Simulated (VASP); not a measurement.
# ZnCu (Pm-3m) in VASP: single point with PBE

Aim: the single point of ZnCu with PBE.

Program: VASP 6.6.1. These are calculated values, not measurements. Logs are shortened: lines on timing, memory, paths and dates and some standing lists are left out, and cuts for length are marked.

## (1) The cell of the first run

Symmetry: Pm-3m, No. 221, cubic system. Conventional cell: a = 2.945 Å, b = 2.945 Å, c = 2.945 Å, α = 90.00°, β = 90.00°, γ = 90.00°. Within 3.4 Å of Zn (site symmetry m-3m) lie 8 Cu at 2.55 Å and 6 Zn at 2.94 Å. Within 3.4 Å of Cu (site symmetry m-3m) lie 8 Zn at 2.55 Å and 6 Cu at 2.94 Å.

## (2) Single point, PBE, collinear spin

Input file POSCAR:

```
ZnCu
1.0
    2.9450000000      0.0000000000      0.0000000000
    0.0000000000      2.9450000000      0.0000000000
    0.0000000000      0.0000000000      2.9450000000
Zn Cu
1 1
Direct
    0.5000000000      0.5000000000      0.5000000000
    0.0000000000      0.0000000000      0.0000000000
```

Input file INCAR.step1:

```
  PREC = Accurate
  ENCUT = 520
  EDIFF = 1E-6
  ISMEAR = -1
  SIGMA = 0.05
  LREAL = F
  LASPH = T
  NELM = 150
  ALGO = Normal
  ISIF = 2
  LWAVE = F
  LCHARG = T
  ISPIN = 2
  MAGMOM = 0 0.7
  LMAXMIX = 4
  GGA = PE
  NBANDS = 22
```

Input file KPOINTS.step1:

```
regular mesh
0
Gamma
  10 10 10
```

Input file INCAR.step2:

```
  PREC = Accurate
  ENCUT = 520
  EDIFF = 1E-6
  ISMEAR = -5
  SIGMA = 0.05
  LREAL = F
  LASPH = T
  NELM = 150
  ALGO = Normal
  ISIF = 2
  LWAVE = F
  LCHARG = F
  ISPIN = 2
  MAGMOM = 0 0.7
  LORBIT = 10
  LMAXMIX = 4
  GGA = PE
  NBANDS = 22
  NEDOS = 1001
  ICHARG = 11
```

Input file KPOINTS.step2:

```
regular mesh
0
Gamma
  15 15 15
```

Potentials or basis: VASP PAW PBE potentials, release 64 (Zn, Cu).

Command:

```
$ cat potpaw_PBE.64/Zn/POTCAR potpaw_PBE.64/Cu/POTCAR > POTCAR
$ cp INCAR.step1 INCAR
$ cp KPOINTS.step1 KPOINTS
$ mpirun -np 1 vasp_std > vasp.out
$ cp INCAR.step2 INCAR
$ cp KPOINTS.step2 KPOINTS
$ mpirun -np 1 vasp_std > vasp.out
```

OUTCAR:

```text
PREC = Accurate
   ENCUT = 520
   EDIFF = 1E-6
   ISMEAR = -5
   LREAL = F
   LASPH = T
   NELM = 150
   ISIF = 2
   ISPIN = 2
   LORBIT = 10
   GGA = PE
   ICHARG = 11

 ion  position               nearest neighbor table
   1  0.500  0.500  0.500-   2 2.55   2 2.55   2 2.55   2 2.55   2 2.55   2 2.55   2 2.55   2 2.55

   2  0.000  0.000  0.000-   1 2.55   1 2.55   1 2.55   1 2.55   1 2.55   1 2.55   1 2.55   1 2.55

  LATTYP: Found a simple cubic cell.
 ALAT       =     2.9450000000

  Lattice vectors:

 A1 = (   2.9450000000,   0.0000000000,   0.0000000000)
 A2 = (   0.0000000000,   2.9450000000,   0.0000000000)
 A3 = (   0.0000000000,   0.0000000000,   2.9450000000)

Analysis of symmetry for initial positions (statically):
=====================================================================
 Subroutine PRICEL returns:
 Original cell was already a primitive cell.

 Routine SETGRP: Setting up the symmetry group for a
 simple cubic supercell.

 Subroutine GETGRP returns: Found 48 space group operations
 (whereof 48 operations were pure point group operations)
 out of a pool of 48 trial point group operations.

The static configuration has the point symmetry O_h .

Analysis of symmetry for dynamics (positions and initial velocities):
=====================================================================
 Subroutine PRICEL returns:
 Original cell was already a primitive cell.

 Routine SETGRP: Setting up the symmetry group for a
 simple cubic supercell.

 Subroutine GETGRP returns: Found 48 space group operations
 (whereof 48 operations were pure point group operations)
 out of a pool of 48 trial point group operations.

The dynamic configuration has the point symmetry O_h .

Analysis of structural, dynamic, and magnetic symmetry:
=====================================================================
 Subroutine PRICEL returns:
 Original cell was already a primitive cell.

 Routine SETGRP: Setting up the symmetry group for a
 simple cubic supercell.

 Subroutine GETGRP returns: Found 48 space group operations
 (whereof 48 operations were pure point group operations)
 out of a pool of 48 trial point group operations.

The overall configuration has the point symmetry O_h .

 Subroutine INISYM returns: Found 48 space group operations
 (whereof 48 operations are pure point group operations),
 and found     1 'primitive' translations

----------------------------------------------------------------------------------------

                                     Primitive cell

  volume of cell :      25.5421

  direct lattice vectors                    reciprocal lattice vectors
     2.945000000  0.000000000  0.000000000     0.339558574  0.000000000  0.000000000
     0.000000000  2.945000000  0.000000000     0.000000000  0.339558574  0.000000000
     0.000000000  0.000000000  2.945000000     0.000000000  0.000000000  0.339558574

  length of vectors
     2.945000000  2.945000000  2.945000000     0.339558574  0.339558574  0.339558574

  position of ions in fractional coordinates (direct lattice)
     0.500000000  0.500000000  0.500000000
     0.000000000  0.000000000  0.000000000

  ion indices of the primitive-cell ions
   primitive index   ion index
                 1           1
                 2           2

----------------------------------------------------------------------------------------

 KPOINTS: regular mesh

Automatic generation of k-mesh.
 Grid dimensions read from file:
 generate k-points for:   15   15   15

 Generating k-lattice:

  Cartesian coordinates                     Fractional coordinates (reciprocal lattice)
     0.022637238  0.000000000  0.000000000     0.066666667  0.000000000  0.000000000
     0.000000000  0.022637238  0.000000000     0.000000000  0.066666667  0.000000000
     0.000000000  0.000000000  0.022637238     0.000000000  0.000000000  0.066666667

  Length of vectors
     0.022637238  0.022637238  0.022637238

  Shift w.r.t. Gamma in fractional coordinates (k-lattice)
     0.000000000  0.000000000  0.000000000

 TETIRR: Found   1667 inequivalent tetrahedra from    20250

 Subroutine IBZKPT returns following result:
 ===========================================

 Found    120 irreducible k-points:

 Following reciprocal coordinates:
            Coordinates               Weight
  0.000000  0.000000  0.000000      1.000000
  0.066667  0.000000  0.000000      6.000000
  0.133333  0.000000  0.000000      6.000000
  0.200000  0.000000  0.000000      6.000000
  0.266667  0.000000  0.000000      6.000000
  0.333333  0.000000  0.000000      6.000000
[... 16 lines left out ...]
  0.266667  0.200000  0.000000     24.000000
  0.333333  0.200000  0.000000     24.000000
 [... further k-points ...]
   k-points           NKPTS =    120   k-points in BZ     NKDIM =    120   number of bands    NBANDS=     22
   number of dos      NEDOS =   1001   number of ions     NIONS =      2
   total plane-waves  NPLWV =  13824
   dimension x,y,z NGX =    24 NGY =   24 NGZ =   24
   dimension x,y,z NGXF=    48 NGYF=   48 NGZF=   48
   ions per type =               1   1
   NGX,Y,Z   is equivalent  to a cutoff of  13.55, 13.55, 13.55 a.u.
   NGXF,Y,Z  is equivalent  to a cutoff of  27.10, 27.10, 27.10 a.u.
 SYSTEM =  unknown system
   PREC   = accura    normal or accurate (medium, high low for compatibility)
   ISTART =      0    job   : 0-new  1-cont  2-samecut
   ICHARG =     11    charge: 1-file 2-atom 10-const
   ISPIN  =      2    spin polarized calculation?
   LNONCOLLINEAR =      F non collinear calculations
   LSORBIT =      F    spin-orbit coupling
   LASPH  =      T    aspherical Exc in radial PAW
   ENCUT  =  520.0 eV  38.22 Ry    6.18 a.u.   5.48  5.48  5.48*2*pi/ulx,y,z
   NELM   =    150;   NELMIN=  2; NELMDL=  0     # of ELM steps
   EDIFF  = 0.1E-05   stopping-criterion for ELM
   LREAL  =      F    real-space projection
   EDIFFG = 0.1E-04   stopping-criterion for IOM
   NSW    =      0    number of steps for IOM
   IBRION =     -1    ionic relax: 0-MD 1-quasi-New 2-CG
   NFREE  =      0    steps in history (QN), initial steepest desc. (CG)
   ISIF   =      2    stress and relaxation
   ISYM   =      2    0-nonsym 1-usesym 2-fastsym
   POTIM  = 0.5000    time-step for ionic-motion
   TEBEG  =    0.0;   TEEND  =   0.0 temperature during run
   PSTRESS=    0.0 pullay stress
   NELECT =      23.0000    total number of electrons
   NUPDOWN=      -1.0000    fix difference up-down
   EMIN   =  10.00;   EMAX   =-10.00  energy-range for DOS
   EFERMI =   0.00;   METHOD = LEGACY
   ISMEAR =    -5;   SIGMA  =   0.05  broadening in eV -4-tet -1-fermi 0-gaus
   EFERMI_NEDOS =   21; number of points for ismear=-14 and -15
   IALGO  =     38    algorithm
   IMIX   =      4    mixing-type and parameters
     AMIX     =   0.40;   BMIX     =  1.00
     AMIX_MAG =   1.60;   BMIX_MAG =  1.00
  volume/ion in A,a.u.               =      12.77        86.18
  Fermi-wavevector in a.u.,A,eV,Ry     =   1.580880  2.987429 34.003415  2.499180
  Thomas-Fermi vector in A             =   2.681040
   LORBIT       =     10    0 simple, 1 ext, 2 COOP (PROOUT), +10 PAW based schemes
   GGA     = PE    functional components
   LHFCALC =     F    Hartree Fock is set to
   AEXX    =    0.0000 exact exchange contribution
   IVDW    =     0    specifies the selected vdW correction
   LEPSILON=     F    determine dielectric tensor
   LRPA    =     F    only Hartree local field effects (RPA)
 spin polarized calculation
 Fermi weights with tetrahedron method with Bloechl corrections
  energy-cutoff  :      520.00
  volume of cell :       25.54
 maximum number of plane-waves:       715
 NGX is ok and might be reduce to    24

 number of electron      23.0000000 magnetization       0.0000107

 Free energy of the ion-electron system (eV)
  ---------------------------------------------------
  ext. energy  EPLUGINS =         0.00000000
  ---------------------------------------------------
  free energy    TOTEN  =        -5.00810146 eV

  energy without entropy =       -5.00810146  energy(sigma->0) =       -5.00810146

 E-fermi :   5.5499     XC(G=0): -12.4017

 val. band max:        5.5384516084   @ k =   0.3333   0.3333   0.0000
 cond. band min:       5.6234889882   @ k =   0.4000   0.4000   0.4000
 fundamental gap:      0.0850373798
 Fermi energy:         5.5499246077

 spin component 1

 k-point     1 :       0.0000    0.0000    0.0000
  band No.  band energies     occupation
      1      -4.7966      1.00000
      2      -2.3080      1.00000
      3      -2.3080      1.00000
      4      -1.6128      1.00000
      5      -1.6128      1.00000
      6      -1.6128      1.00000
[... 14 lines left out ...]
     21      30.1504      0.00000
     22      30.1504      0.00000

 k-point     2 :       0.0667    0.0000    0.0000
  band No.  band energies     occupation
      1      -4.7161      1.00000
      2      -2.2987      1.00000
      3      -2.2906      1.00000
      4      -1.6199      1.00000
      5      -1.6199      1.00000
      6      -1.6092      1.00000
[... 14 lines left out ...]
     21      29.1632      0.00000
     22      29.6834      0.00000

 k-point     3 :       0.1333    0.0000    0.0000
  band No.  band energies     occupation
      1      -4.4767      1.00000
      2      -2.2721      1.00000
      3      -2.2397      1.00000
      4      -1.6401      1.00000
      5      -1.6401      1.00000
      6      -1.5992      1.00000
[... 14 lines left out ...]
     21      27.5776      0.00000
     22      29.8407      0.00000
[... 476 lines left out ...]
 k-point    23 :       0.2667    0.2000    0.0000
  band No.  band energies     occupation
      1      -2.9924      1.00000
      2      -2.1218      1.00000
      3      -1.9504      1.00000
      4      -1.7303      1.00000
      5      -1.6455      1.00000
      6      -1.6414      1.00000
[... 14 lines left out ...]
     21      26.3931      0.00000
     22      27.7265      0.00000

 k-point    24 :       0.3333    0.2000    0.0000
  band No.  band energies     occupation
      1      -2.5850      1.00000
      2      -2.1044      1.00000
      3      -1.9003      1.00000
      4      -1.7644      1.00000
      5      -1.6492      1.00000
      6      -1.3722      1.00000
[... 14 lines left out ...]
     21      27.6331      0.00000
     22      28.5417      0.00000

 [... further k-points ...]

 spin component 2

 k-point     1 :       0.0000    0.0000    0.0000
  band No.  band energies     occupation
      1      -4.7966      1.00000
      2      -2.3080      1.00000
      3      -2.3080      1.00000
      4      -1.6128      1.00000
      5      -1.6128      1.00000
      6      -1.6128      1.00000
[... 14 lines left out ...]
     21      30.1504      0.00000
     22      30.1504      0.00000

 k-point     2 :       0.0667    0.0000    0.0000
  band No.  band energies     occupation
      1      -4.7161      1.00000
      2      -2.2986      1.00000
      3      -2.2906      1.00000
      4      -1.6199      1.00000
      5      -1.6199      1.00000
      6      -1.6092      1.00000
[... 14 lines left out ...]
     21      29.1630      0.00000
     22      29.6834      0.00000

 k-point     3 :       0.1333    0.0000    0.0000
  band No.  band energies     occupation
      1      -4.4767      1.00000
      2      -2.2721      1.00000
      3      -2.2397      1.00000
      4      -1.6401      1.00000
      5      -1.6401      1.00000
      6      -1.5992      1.00000
[... 14 lines left out ...]
     21      27.5776      0.00000
     22      29.8407      0.00000
[... 476 lines left out ...]
 k-point    23 :       0.2667    0.2000    0.0000
  band No.  band energies     occupation
      1      -2.9924      1.00000
      2      -2.1218      1.00000
      3      -1.9504      1.00000
      4      -1.7303      1.00000
      5      -1.6455      1.00000
      6      -1.6414      1.00000
[... 14 lines left out ...]
     21      26.3931      0.00000
     22      27.7265      0.00000

 k-point    24 :       0.3333    0.2000    0.0000
  band No.  band energies     occupation
      1      -2.5850      1.00000
      2      -2.1044      1.00000
      3      -1.9003      1.00000
      4      -1.7644      1.00000
      5      -1.6492      1.00000
      6      -1.3722      1.00000
[... 14 lines left out ...]
     21      27.6331      0.00000
     22      28.5417      0.00000

 [... further k-points ...]
[... 5 lines left out ...]
  --------------------------------------------------------------------------------------
  -------------------------------------------------------------------------------------
  Total        0.4154862      0.4154862      0.4154862      0.0000000      0.0000000     -0.0000000
  in kB       26.0622100     26.0622100     26.0622100      0.0000000      0.0000000     -0.0000000
  external PRESSURE =      26.0622100 kB  Pullay stress =       0.0000000 kB

 VOLUME and BASIS-vectors are now :
 -----------------------------------------------------------------------------
  energy-cutoff  :      520.00
  volume of cell :       25.54
      direct lattice vectors                 reciprocal lattice vectors
     2.945000000  0.000000000  0.000000000     0.339558574  0.000000000  0.000000000
     0.000000000  2.945000000  0.000000000     0.000000000  0.339558574  0.000000000
     0.000000000  0.000000000  2.945000000     0.000000000  0.000000000  0.339558574

 POSITION                                       TOTAL-FORCE (eV/Angst)
 -----------------------------------------------------------------------------------
      1.47250      1.47250      1.47250         0.000000      0.000000      0.000000
      0.00000      0.00000      0.00000         0.000000      0.000000      0.000000
 -----------------------------------------------------------------------------------
    total drift:                                0.000000      0.000000     -0.000000

  FREE ENERGIE OF THE ION-ELECTRON SYSTEM (eV)
  ---------------------------------------------------
  free  energy   TOTEN  =        -5.0081014591 eV

  energy  without entropy=       -5.0081014591  energy(sigma->0) =       -5.00810146

 total charge

# of ion       s       p       d       tot
------------------------------------------
    1        0.581   0.523   9.737  10.841
    2        0.426   0.382   9.179   9.988
--------------------------------------------------
tot          1.008   0.905  18.916  20.828

 magnetization (x)

# of ion       s       p       d       tot
------------------------------------------
    1        0.000  -0.000   0.000   0.000
    2       -0.000   0.000   0.000   0.000
--------------------------------------------------
tot          0.000   0.000   0.000   0.000
```

Run time: 2.5 min. Hardware: 1 thread of AMD EPYC 7R43 (Zen 3), shared host; peak memory 0.19 GiB.

What came out:

| Item | Value |
| --- | --- |
| Net moment | 0.00 μB per cell |
| Valence electrons inside the program's atomic spheres | Zn 10.84; Cu 9.99 |
